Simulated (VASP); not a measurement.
# CO2 (Cmce) in VASP: further runs, part 2 of 2

VASP 6.6.1. Earlier steps stand in the parts before.

## (4) Electric field gradients, r2SCAN

File POSCAR:

```
CO2
1.0
    2.6359112300     -2.3873781200      0.0000000000
    2.6359112300      2.3873781200      0.0000000000
    0.0000000000      0.0000000000      6.5871749100
C O
2 4
Direct
    0.0000000000      0.0000000000      0.0000000000
    0.5000000000      0.5000000000      0.5000000000
    0.8053605933      0.1946394067      0.8926152722
    0.1946394067      0.8053605933      0.1073847278
    0.6946394067      0.3053605933      0.3926152722
    0.3053605933      0.6946394067      0.6073847278
```

File INCAR.step1:

```
PREC = Accurate
ENCUT = 520
ISMEAR = -1
SIGMA = 0.01
LREAL = F
LASPH = T
NELM = 60
NBANDS = 25
GGA = PE
ALGO = Normal
EDIFF = 1E-4
LWAVE = T
LCHARG = F
```

File INCAR.step2:

```
PREC = Accurate
ENCUT = 520
EDIFF = 1E-8
ISMEAR = -1
SIGMA = 0.01
LREAL = F
LASPH = T
NELM = 60
ALGO = Normal
ISIF = 2
LWAVE = F
LCHARG = F
METAGGA = R2SCAN
LMIXTAU = T
LEFG = T
NBANDS = 25
ISTART = 1
```

File KPOINTS:

```
regular mesh
0
Gamma
  9 9 5
```

Potentials or basis: VASP PAW PBE potentials, release 64 (C, O).

Started as:

```console
$ cat potpaw_PBE.64/C/POTCAR potpaw_PBE.64/O/POTCAR > POTCAR
$ cp INCAR.step1 INCAR
$ mpirun -np 1 vasp_std > vasp.out
$ cp INCAR.step2 INCAR
$ mpirun -np 1 vasp_std > vasp.out
```

OUTCAR:

```text
PREC = Accurate
   ENCUT = 520
   EDIFF = 1E-8
   ISMEAR = -1
   LREAL = F
   LASPH = T
   NELM = 60
   ISIF = 2
   METAGGA = R2SCAN
   ISTART = 1

 ion  position               nearest neighbor table
   1  0.000  0.000  0.000-   3 1.17   4 1.17
   2  0.500  0.500  0.500-   5 1.17   6 1.17
   3  0.805  0.195  0.893-   1 1.17
   4  0.195  0.805  0.107-   1 1.17
   5  0.695  0.305  0.393-   2 1.17
   6  0.305  0.695  0.607-   2 1.17

  LATTYP: Found a base centered orthorhombic cell.
 ALAT       =     4.7747562400
 B/A-ratio  =     1.1041029521
 C/A-ratio  =     1.3795834968

  Lattice vectors:

 A1 = (  -2.6359112300,  -2.3873781200,   0.0000000000)
 A2 = (   2.6359112300,  -2.3873781200,   0.0000000000)
 A3 = (   0.0000000000,   0.0000000000,   6.5871749100)

Analysis of symmetry for initial positions (statically):
=====================================================================
 Subroutine PRICEL returns:
 Original cell was already a primitive cell.

 Routine SETGRP: Setting up the symmetry group for a
 base centered orthorhombic supercell.

 Subroutine GETGRP returns: Found  8 space group operations
 (whereof  4 operations were pure point group operations)
 out of a pool of  8 trial point group operations.

The static configuration has the point symmetry C_2h.
 The point group associated with its full space group is D_2h.

Analysis of symmetry for dynamics (positions and initial velocities):
=====================================================================
 Subroutine PRICEL returns:
 Original cell was already a primitive cell.

 Routine SETGRP: Setting up the symmetry group for a
 base centered orthorhombic supercell.

 Subroutine GETGRP returns: Found  8 space group operations
 (whereof  4 operations were pure point group operations)
 out of a pool of  8 trial point group operations.

The dynamic configuration has the point symmetry C_2h.
 The point group associated with its full space group is D_2h.

 Subroutine INISYM returns: Found  8 space group operations
 (whereof  4 operations are pure point group operations),
 and found     1 'primitive' translations

----------------------------------------------------------------------------------------

                                     Primitive cell

  volume of cell :      82.9051

  direct lattice vectors                    reciprocal lattice vectors
     2.635911230 -2.387378120  0.000000000     0.189687723 -0.209434775  0.000000000
     2.635911230  2.387378120  0.000000000     0.189687723  0.209434775  0.000000000
     0.000000000  0.000000000  6.587174910     0.000000000  0.000000000  0.151810148

  length of vectors
     3.556346763  3.556346763  6.587174910     0.282567439  0.282567439  0.151810148

  position of ions in fractional coordinates (direct lattice)
     0.000000000  0.000000000  0.000000000
     0.500000000  0.500000000  0.500000000
[... 105 lines left out ...]
     AMIX_MAG =   1.60;   BMIX_MAG =  1.00
  volume/ion in A,a.u.               =      13.82        93.25
  Fermi-wavevector in a.u.,A,eV,Ry     =   1.191968  2.252492 19.330976  1.420787
  Thomas-Fermi vector in A             =   2.328017
   LORBIT       =      0    0 simple, 1 ext, 2 COOP (PROOUT), +10 PAW based schemes
   METAGGA = R2SCAN    functional components
   LHFCALC =     F    Hartree Fock is set to
   AEXX    =    0.0000 exact exchange contribution
   IVDW    =     0    specifies the selected vdW correction
   LEPSILON=     F    determine dielectric tensor
   LRPA    =     F    only Hartree local field effects (RPA)
 non-spin polarized calculation
  energy-cutoff  :      520.00
  volume of cell :       82.91
 maximum number of plane-waves:      2260
   NGX = 13   NGY = 13   NGZ = 25

 number of electron      32.0000013 magnetization

 Free energy of the ion-electron system (eV)
  ---------------------------------------------------
  ext. energy  EPLUGINS =         0.00000000
  ---------------------------------------------------
  free energy    TOTEN  =       -51.47423723 eV

  energy without entropy =      -51.47423723  energy(sigma->0) =      -51.47423723

 E-fermi :  -3.3570     XC(G=0):  -8.6513

 val. band max:       -3.5540724547   @ k =  -0.4444   0.4444   0.0000
 cond. band min:       3.6681927673   @ k =   0.0000   0.0000   0.0000
 fundamental gap:      7.2222652220
 Fermi energy:        -3.3569752195

 k-point     1 :       0.0000    0.0000    0.0000
  band No.  band energies     occupation
      1     -25.5737      2.00000
      2     -25.4061      2.00000
      3     -24.2885      2.00000
      4     -24.2074      2.00000
      5      -9.1398      2.00000
      6      -9.0937      2.00000
[... 661 lines left out ...]
     24      11.3715      0.00000
     25      11.3903      0.00000

 [... further k-points ...]

------------------------ aborting loop because EDIFF is reached ----------------------------------------

  FORCE on cell =-STRESS in cart. coord.  units (eV):
  Direction    XX          YY          ZZ          XY          YZ          ZX
  --------------------------------------------------------------------------------------
  -------------------------------------------------------------------------------------
  Total        0.1889918     -0.1356910     -0.1195183      0.0000000      0.0000000      0.0000000
  in kB        3.6523493     -2.6222879     -2.3097447      0.0000000      0.0000000      0.0000000
  external PRESSURE =      -0.4265611 kB  Pullay stress =       0.0000000 kB

 VOLUME and BASIS-vectors are now :
 -----------------------------------------------------------------------------
  energy-cutoff  :      520.00
  volume of cell :       82.91
      direct lattice vectors                 reciprocal lattice vectors
     2.635911230 -2.387378120  0.000000000     0.189687723 -0.209434775  0.000000000
     2.635911230  2.387378120  0.000000000     0.189687723  0.209434775  0.000000000
     0.000000000  0.000000000  6.587174910     0.000000000  0.000000000  0.151810148

 POSITION                                       TOTAL-FORCE (eV/Angst)
 -----------------------------------------------------------------------------------
      0.00000      0.00000      0.00000         0.000000     -0.000000      0.000000
      2.63591      0.00000      3.29359         0.000000      0.000000      0.000000
      2.63591     -1.45802      5.87981         0.000000     -0.064084      0.050939
      2.63591      1.45802      0.70736         0.000000      0.064084     -0.050939
      2.63591     -0.92936      2.58623         0.000000      0.064084      0.050939
      2.63591      0.92936      4.00095         0.000000     -0.064084     -0.050939
 -----------------------------------------------------------------------------------
    total drift:                                0.000000     -0.000000      0.000000

  FREE ENERGIE OF THE ION-ELECTRON SYSTEM (eV)
  ---------------------------------------------------
  free  energy   TOTEN  =       -51.4742372300 eV

  energy  without entropy=      -51.4742372300  energy(sigma->0) =      -51.47423723

 Electric field gradients (V/A^2)
---------------------------------------------------------------------
 ion       V_xx      V_yy      V_zz      V_xy      V_xz      V_yz
---------------------------------------------------------------------
   1      28.734   -25.559    -3.175     0.000    -0.000    41.103
   2      28.734   -25.559    -3.175     0.000     0.000   -41.103
   3     -35.635    32.708     2.926     0.000     0.000   -53.818
   4     -35.635    32.708     2.926    -0.000    -0.000   -53.818
   5     -35.635    32.708     2.926    -0.000     0.000    53.818
   6     -35.635    32.708     2.926     0.000    -0.000    53.818
---------------------------------------------------------------------

 Electric field gradients after diagonalization (V/A^2)
 (convention: |V_zz| > |V_xx| > |V_yy|)
----------------------------------------------------------------------
 ion       V_xx      V_yy      V_zz     asymmetry (V_yy - V_xx)/ V_zz
----------------------------------------------------------------------
   1      28.734    28.232   -56.966       0.009
   2      28.734    28.232   -56.966       0.009
   3     -38.023   -35.635    73.658       0.032
   4     -38.023   -35.635    73.658       0.032
   5     -38.023   -35.635    73.658       0.032
   6     -38.023   -35.635    73.658       0.032
----------------------------------------------------------------------

           NMR quadrupolar parameters

 Cq : quadrupolar parameter    Cq=e*Q*V_zz/h
 eta: asymmetry parameters     (V_yy - V_xx)/ V_zz
 Q  : nuclear electric quadrupole moment in mb (millibarn)
----------------------------------------------------------------------
 ion       Cq(MHz)       eta       Q (mb)
----------------------------------------------------------------------
   1      -0.138       0.009       1.000
   2      -0.138       0.009       1.000
   3       0.178       0.032       1.000
   4       0.178       0.032       1.000
   5       0.178       0.032       1.000
   6       0.178       0.032       1.000
----------------------------------------------------------------------
```

Run time: 4.1 min. Hardware: 1 thread of Intel Xeon 6975P-C (Granite Rapids), shared host; peak memory 0.27 GiB.

Results:

```
Free energy                             : -51.4742 eV
Pressure                                : 0.0 GPa
Largest force                           : 0.082 eV/Å
Band gap on the k mesh                  : 7.22 eV (least direct gap 7.78 eV)
Largest electric field gradient by atom : C -57.0; O +73.7 V/Å²
```

Forces in eV/Å, atoms in the order of the input:
```
C    0.000  0.000  0.000
C    0.000  0.000  0.000
O    0.000 -0.064  0.051
O    0.000  0.064 -0.051
O    0.000  0.064  0.051
O    0.000 -0.064 -0.051
```

Stress tensor (GPa, compression positive):
```
 0.37  0.00  0.00
 0.00 -0.26  0.00
 0.00  0.00 -0.23
```

Levels at points of the mesh, in eV from the valence-band top:
```tsv
k point	band 13	band 14	band 15	band 16	band 17	band 18	band 19	band 20
(0.00, 0.00, 0.00)	-0.97	-0.91	-0.62	-0.56	7.22	7.74	8.33	8.45
```

Electric field gradients, principal values (V/Å²):
| atom | least | middle | greatest (by size) |
| --- | --- | --- | --- |
| 1 C | 28.232 | 28.734 | -56.966 |
| 2 C | 28.232 | 28.734 | -56.966 |
| 3 O | -35.635 | -38.023 | 73.658 |
| 4 O | -35.635 | -38.023 | 73.658 |
| 5 O | -35.635 | -38.023 | 73.658 |
| 6 O | -35.635 | -38.023 | 73.658 |

Caveat: without QUAD_EFG the Cq values of the log hold for a quadrupole moment of 1 mb, not for the nuclei; the PAW data sets were made with another functional, which shifts forces and pressure a little; an odd mesh through Γ misses points on the zone boundary, where band edges can lie.
